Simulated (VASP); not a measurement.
# Pd (Fm-3m) in VASP: notebook

The runs below take Pd through relaxation of cell and atoms, single point, with LDA.

Program: VASP 6.6.1. These are calculated values, not measurements. Logs are shortened: lines on timing, memory, paths and dates and some standing lists are left out, and cuts for length are marked.

**1. The cell of the first run**

The structure is cubic, space group Fm-3m (No. 225). The conventional cell has a = 3.917 Å, b = 3.917 Å, c = 3.917 Å, α = 90.00°, β = 90.00°, γ = 90.00°. Within 3.7 Å of Pd (site symmetry m-3m) lie 12 Pd at 2.77 Å.

**2. Relaxation of cell and atoms, LDA**

INCAR reads:

```
SYSTEM = Pd
  PREC = Accurate
  ENCUT = 600
  EDIFF = 1E-7
  ISMEAR = 0
  SIGMA = 0.1
  LREAL = .FALSE.
  LASPH = .TRUE.
  NELM = 60
  ALGO = Normal
  ISIF = 3
  LWAVE = .FALSE.
  LCHARG = .FALSE.
  IBRION = 2
  NSW = 100
  EDIFFG = -0.05
```

KPOINTS reads:

```
Automatic mesh
0
G
  8 8 8
  0 0 0
```

POSCAR reads:

```
Pd
1.0
    0.0000000000      1.9586507900      1.9586507900
    1.9586507900      0.0000000000      1.9586507900
    1.9586507900      1.9586507900      0.0000000000
Pd
1
Direct
    0.0000000000      0.0000000000      0.0000000000
```

Potentials or basis: VASP PAW LDA potentials, release 64 (Pd).

Command:

```bash
> cat potpaw_LDA.64/Pd/POTCAR > POTCAR
> mpirun -np 1 vasp_std > vasp.out
```

OUTCAR:

```text
SYSTEM = Pd
   PREC = Accurate
   ENCUT = 600
   EDIFF = 1E-7
   ISMEAR = 0
   LREAL = .FALSE.
   LASPH = .TRUE.
   NELM = 60
   ISIF = 3
   IBRION = 2
   NSW = 100
   EDIFFG = -0.05

 ion  position               nearest neighbor table
   1  0.000  0.000  0.000-

  LATTYP: Found a face centered cubic cell.
 ALAT       =     3.9173015800

  Lattice vectors:

 A1 = (   0.0000000000,   1.9586507900,   1.9586507900)
 A2 = (   1.9586507900,   0.0000000000,   1.9586507900)
 A3 = (   1.9586507900,   1.9586507900,   0.0000000000)

Analysis of symmetry for initial positions (statically):
=====================================================================
 Subroutine PRICEL returns:
 Original cell was already a primitive cell.

 Routine SETGRP: Setting up the symmetry group for a
 face centered cubic supercell.

 Subroutine GETGRP returns: Found 48 space group operations
 (whereof 48 operations were pure point group operations)
 out of a pool of 48 trial point group operations.

The static configuration has the point symmetry O_h .

Analysis of symmetry for dynamics (positions and initial velocities):
=====================================================================
 Subroutine PRICEL returns:
 Original cell was already a primitive cell.

 Routine SETGRP: Setting up the symmetry group for a
 face centered cubic supercell.

 Subroutine GETGRP returns: Found 48 space group operations
 (whereof 48 operations were pure point group operations)
 out of a pool of 48 trial point group operations.

The dynamic configuration has the point symmetry O_h .

 Subroutine INISYM returns: Found 48 space group operations
 (whereof 48 operations are pure point group operations),
 and found     1 'primitive' translations

----------------------------------------------------------------------------------------

                                     Primitive cell

  volume of cell :      15.0280

  direct lattice vectors                    reciprocal lattice vectors
     0.000000000  1.958650790  1.958650790    -0.255277767  0.255277767  0.255277767
     1.958650790  0.000000000  1.958650790     0.255277767 -0.255277767  0.255277767
     1.958650790  1.958650790  0.000000000     0.255277767  0.255277767 -0.255277767

  length of vectors
     2.769950511  2.769950511  2.769950511     0.442154062  0.442154062  0.442154062

  position of ions in fractional coordinates (direct lattice)
     0.000000000  0.000000000  0.000000000

  ion indices of the primitive-cell ions
   primitive index   ion index
                 1           1

----------------------------------------------------------------------------------------

 KPOINTS: Automatic mesh

Automatic generation of k-mesh.
 Grid dimensions read from file:
 generate k-points for:    8    8    8

 Generating k-lattice:

  Cartesian coordinates                     Fractional coordinates (reciprocal lattice)
    -0.031909721  0.031909721  0.031909721     0.125000000  0.000000000  0.000000000
     0.031909721 -0.031909721  0.031909721     0.000000000  0.125000000  0.000000000
     0.031909721  0.031909721 -0.031909721     0.000000000  0.000000000  0.125000000

  Length of vectors
     0.055269258  0.055269258  0.055269258

  Shift w.r.t. Gamma in fractional coordinates (k-lattice)
     0.000000000  0.000000000  0.000000000

 Subroutine IBZKPT returns following result:
 ===========================================

 Found     29 irreducible k-points:

 Following reciprocal coordinates:
            Coordinates               Weight
  0.000000  0.000000  0.000000      1.000000
  0.125000  0.000000  0.000000      8.000000
  0.250000  0.000000  0.000000      8.000000
  0.375000  0.000000  0.000000      8.000000
  0.500000  0.000000  0.000000      4.000000
  0.125000  0.125000  0.000000      6.000000
[... 16 lines left out ...]
  0.500000  0.250000  0.125000     48.000000
 -0.375000  0.250000  0.125000     24.000000
 [... further k-points ...]
   k-points           NKPTS =     29   k-points in BZ     NKDIM =     29   number of bands    NBANDS=      9
   number of dos      NEDOS =    301   number of ions     NIONS =      1
   total plane-waves  NPLWV =  13824
   dimension x,y,z NGX =    24 NGY =   24 NGZ =   24
   dimension x,y,z NGXF=    48 NGYF=   48 NGZF=   48
   ions per type =               1
   NGX,Y,Z   is equivalent  to a cutoff of  14.40, 14.40, 14.40 a.u.
   NGXF,Y,Z  is equivalent  to a cutoff of  28.81, 28.81, 28.81 a.u.
 SYSTEM =  Pd
   PREC   = accura    normal or accurate (medium, high low for compatibility)
   ISTART =      0    job   : 0-new  1-cont  2-samecut
   ICHARG =      2    charge: 1-file 2-atom 10-const
   ISPIN  =      1    spin polarized calculation?
   LNONCOLLINEAR =      F non collinear calculations
   LSORBIT =      F    spin-orbit coupling
   LASPH  =      T    aspherical Exc in radial PAW
   ENCUT  =  600.0 eV  44.10 Ry    6.64 a.u.   5.53  5.53  5.53*2*pi/ulx,y,z
   NELM   =     60;   NELMIN=  2; NELMDL= -5     # of ELM steps
   EDIFF  = 0.1E-06   stopping-criterion for ELM
   LREAL  =      F    real-space projection
   EDIFFG = -.5E-01   stopping-criterion for IOM
   NSW    =    100    number of steps for IOM
   IBRION =      2    ionic relax: 0-MD 1-quasi-New 2-CG
   NFREE  =      1    steps in history (QN), initial steepest desc. (CG)
   ISIF   =      3    stress and relaxation
   ISYM   =      2    0-nonsym 1-usesym 2-fastsym
   POTIM  = 0.5000    time-step for ionic-motion
   TEBEG  =    0.0;   TEEND  =   0.0 temperature during run
   PSTRESS=    0.0 pullay stress
   NELECT =      10.0000    total number of electrons
   NUPDOWN=      -1.0000    fix difference up-down
   EMIN   =  10.00;   EMAX   =-10.00  energy-range for DOS
   EFERMI =   0.00;   METHOD = LEGACY
   ISMEAR =     0;   SIGMA  =   0.10  broadening in eV -4-tet -1-fermi 0-gaus
   EFERMI_NEDOS =   21; number of points for ismear=-14 and -15
   IALGO  =     38    algorithm
   IMIX   =      4    mixing-type and parameters
     AMIX     =   0.40;   BMIX     =  1.00
     AMIX_MAG =   1.60;   BMIX_MAG =  1.00
  volume/ion in A,a.u.               =      15.03       101.41
  Fermi-wavevector in a.u.,A,eV,Ry     =   1.429249  2.700889 27.793328  2.042752
  Thomas-Fermi vector in A             =   2.549223
   LORBIT       =      0    0 simple, 1 ext, 2 COOP (PROOUT), +10 PAW based schemes
   GGA     = CA    functional components
   LHFCALC =     F    Hartree Fock is set to
   AEXX    =    0.0000 exact exchange contribution
   IVDW    =     0    specifies the selected vdW correction
   LEPSILON=     F    determine dielectric tensor
   LRPA    =     F    only Hartree local field effects (RPA)
 conjugate gradient relaxation of ions
 non-spin polarized calculation
 Gauss-broadening in eV      SIGMA  =   0.10
  energy-cutoff  :      600.00
  volume of cell :       15.03
 maximum number of plane-waves:       531
 NGX is ok and might be reduce to    24
   NGX = 11   NGY = 11   NGZ = 11

--------------------------------------- Ionic step        1  -------------------------------------------

 number of electron      10.0000000 magnetization

 number of electron       9.9999999 magnetization

 Free energy of the ion-electron system (eV)
  ---------------------------------------------------
  ext. energy  EPLUGINS =         0.00000000
  ---------------------------------------------------
  free energy    TOTEN  =        -6.44494606 eV

  energy without entropy =       -6.43274150  energy(sigma->0) =       -6.43884378

 E-fermi :   9.3784     XC(G=0): -13.3984

 val. band max:        9.3318717517   @ k =  -0.3750   0.3750   0.1250
 cond. band min:       9.3815287791   @ k =   0.5000   0.2500   0.0000
 fundamental gap:      0.0496570274
 Fermi energy:         9.3783589692

 k-point     1 :       0.0000    0.0000    0.0000
  band No.  band energies     occupation
      1       2.1810      2.00000
      2       6.5231      2.00000
      3       6.5231      2.00000
      4       6.5231      2.00000
      5       8.1157      2.00000
      6       8.1157      2.00000
      7      26.3997      0.00000
      8      31.0040      0.00000
      9      31.0040      0.00000

 k-point     2 :       0.1250    0.0000    0.0000
  band No.  band energies     occupation
      1       2.7209      2.00000
      2       6.3573      2.00000
      3       6.6925      2.00000
      4       6.6925      2.00000
      5       8.0505      2.00000
      6       8.0505      2.00000
      7      26.7995      0.00000
      8      28.3648      0.00000
      9      31.5998      0.00000

 k-point     3 :       0.2500    0.0000    0.0000
  band No.  band energies     occupation
      1       3.8657      2.00000
      2       6.4722      2.00000
      3       6.8135      2.00000
      4       6.8135      2.00000
      5       8.2616      2.00000
      6       8.2616      2.00000
      7      23.5892      0.00000
      8      27.4189      0.00000
      9      32.5495      0.00000
[... 300 lines left out ...]
 VOLUME and BASIS-vectors are now :
 -----------------------------------------------------------------------------
  energy-cutoff  :      600.00
  volume of cell :       12.97
      direct lattice vectors                 reciprocal lattice vectors
     0.000000000  1.864740602  1.864740602    -0.268133809  0.268133809  0.268133809
     1.864740602  0.000000000  1.864740602     0.268133809 -0.268133809  0.268133809
     1.864740602  1.864740602  0.000000000     0.268133809  0.268133809 -0.268133809

 POSITION                                       TOTAL-FORCE (eV/Angst)
 -----------------------------------------------------------------------------------
      1.86474      1.86474      3.72948        -0.000000     -0.000000     -0.000000
 -----------------------------------------------------------------------------------
    total drift:                               -0.000000     -0.000000     -0.000000

  FREE ENERGIE OF THE ION-ELECTRON SYSTEM (eV)
  ---------------------------------------------------
  free  energy   TOTEN  =        -6.3782685611 eV

  energy  without entropy=       -6.3654785041  energy(sigma->0) =       -6.37187353

--------------------------------------- Ionic step        3  -------------------------------------------

 number of electron      10.0000001 magnetization

 Free energy of the ion-electron system (eV)
  ---------------------------------------------------
  ext. energy  EPLUGINS =         0.00000000
  ---------------------------------------------------
  free energy    TOTEN  =        -6.47299470 eV

  energy without entropy =       -6.46052103  energy(sigma->0) =       -6.46675787

 E-fermi :  10.3089     XC(G=0): -13.7243

 val. band max:       10.2633574549   @ k =  -0.3750   0.3750   0.1250
 cond. band min:      10.3194905189   @ k =   0.5000   0.2500   0.0000
 fundamental gap:      0.0561330640
 Fermi energy:        10.3089460160

 k-point     1 :       0.0000    0.0000    0.0000
  band No.  band energies     occupation
      1       2.6859      2.00000
      2       7.1986      2.00000
      3       7.1986      2.00000
      4       7.1986      2.00000
      5       8.9354      2.00000
      6       8.9354      2.00000
      7      27.3351      0.00000
      8      32.2479      0.00000
      9      32.2479      0.00000

 k-point     2 :       0.1250    0.0000    0.0000
  band No.  band energies     occupation
      1       3.2507      2.00000
      2       7.0155      2.00000
      3       7.3820      2.00000
      4       7.3820      2.00000
      5       8.8617      2.00000
      6       8.8617      2.00000
      7      27.8627      0.00000
      8      29.5689      0.00000
      9      32.9340      0.00000

 k-point     3 :       0.2500    0.0000    0.0000
  band No.  band energies     occupation
      1       4.4201      2.00000
      2       7.1424      2.00000
      3       7.5115      2.00000
      4       7.5115      2.00000
      5       9.0893      2.00000
      6       9.0893      2.00000
      7      24.9596      0.00000
      8      28.4796      0.00000
      9      34.1843      0.00000
[... 265 lines left out ...]
 VOLUME and BASIS-vectors are now :
 -----------------------------------------------------------------------------
  energy-cutoff  :      600.00
  volume of cell :       14.25
      direct lattice vectors                 reciprocal lattice vectors
     0.000000000  1.924183176  1.924183176    -0.259850521  0.259850521  0.259850521
     1.924183176  0.000000000  1.924183176     0.259850521 -0.259850521  0.259850521
     1.924183176  1.924183176  0.000000000     0.259850521  0.259850521 -0.259850521

 POSITION                                       TOTAL-FORCE (eV/Angst)
 -----------------------------------------------------------------------------------
      0.00000      0.00000      0.00000         0.000000      0.000000      0.000000
 -----------------------------------------------------------------------------------
    total drift:                               -0.000000      0.000000     -0.000000

  FREE ENERGIE OF THE ION-ELECTRON SYSTEM (eV)
  ---------------------------------------------------
  free  energy   TOTEN  =        -6.4729947038 eV

  energy  without entropy=       -6.4605210328  energy(sigma->0) =       -6.46675787

 reached required accuracy - stopping structural energy minimisation
```

Wall time 8.3 s (1 thread of AMD EPYC 9R14 (Zen 4), shared host); peak memory 0.1 GiB.

Results:

- Free energy: -6.4730 eV
- Relaxed volume: 14.25 Å³/atom
- Relaxed cell: a = 2.721 Å, b = 2.721 Å, c = 2.721 Å, α = 60.00°, β = 60.00°, γ = 60.00°
- Space group after relaxing (to 0.05 Å): Fm-3m (No. 225)
- Energy gained by relaxing: 28.0 meV/atom
- Ionic steps: 3
- Pressure after relaxing: -0.3 GPa
- Band gap on the k mesh: zero (band 5 reaches 10.56 eV, above the bottom of band 6 at 8.86 eV)

Step by step:
```
step  energy change (eV)  largest force (eV/Å)  pressure (GPa)  volume (Å³)
   1              0.0000                0.0000          -10.60        15.03
   2              0.0667                0.0000           26.58        12.97
   3             -0.0280                0.0000           -0.33        14.25
```

Final structure:
```
Pd
1.0
     0.00000    1.92418    1.92418
     1.92418    0.00000    1.92418
     1.92418    1.92418    0.00000
Pd
1
Direct
  0.00000 0.00000 0.00000
```

Levels at points of the mesh, in eV from the Fermi level:
```
           k point  band 3  band 4  band 5  band 6  band 7  band 8
(0.00, 0.00, 0.00)   -3.11   -3.11   -1.37   -1.37   17.03   21.94
(0.50, 0.00, 0.00)   -3.16   -0.09   -0.09    0.75    7.45   16.40
(0.50, 0.50, 0.00)   -0.11    0.25    0.25    3.14   10.99   13.14
```

**3. Single point, LDA**

This run uses another cell than the first one, of 14.15 Å³/atom, 0.942 times its volume.

INCAR reads:

```
ALGO = Normal
EDIFF = 1E-6
ENCUT = 520
GGA = CA
ISIF = 2
ISMEAR = 0
LASPH = True
LCHARG = False
LREAL = False
LWAVE = False
NBANDS = 11
NELM = 60
PREC = Accurate
SIGMA = 0.1
```

KPOINTS reads:

```
k-points
0
Gamma
  16 16 16
```

POSCAR reads:

```
Pd
1.0
    0.0000000000      1.9198815491      1.9198815491
    1.9198815491      0.0000000000      1.9198815491
    1.9198815491      1.9198815491      0.0000000000
Pd
1
Direct
    0.0000000000      0.0000000000      0.0000000000
```

Potentials or basis: VASP PAW LDA potentials, release 64 (Pd).

Command:

```bash
> cat potpaw_LDA.64/Pd/POTCAR > POTCAR
> mpirun -np 1 vasp_std > vasp.out
```

It took 12 s on 1 thread of AMD EPYC 9R14 (Zen 4), shared host; peak memory 0.1 GiB.

The run converged. Its results:

```
Free energy            : -6.4987 eV
Pressure               : 0.4 GPa
Band gap on the k mesh : zero (band 5 reaches 10.66 eV, above the bottom of band 6 at 8.95 eV)
```

Levels at points of the mesh, in eV from the Fermi level:
```tsv
k point	band 2	band 3	band 4	band 5	band 6	band 7	band 8	band 9
(0.00, 0.00, 0.00)	-3.09	-3.09	-3.09	-1.33	-1.33	17.10	22.06	22.06
(0.50, 0.00, 0.00)	-3.13	-3.13	-0.03	-0.03	0.82	7.57	16.49	21.29
(0.50, 0.50, 0.00)	-5.52	-0.05	0.30	0.30	3.22	11.13	13.26	13.26
```

(Continued in part 2 of 2.)
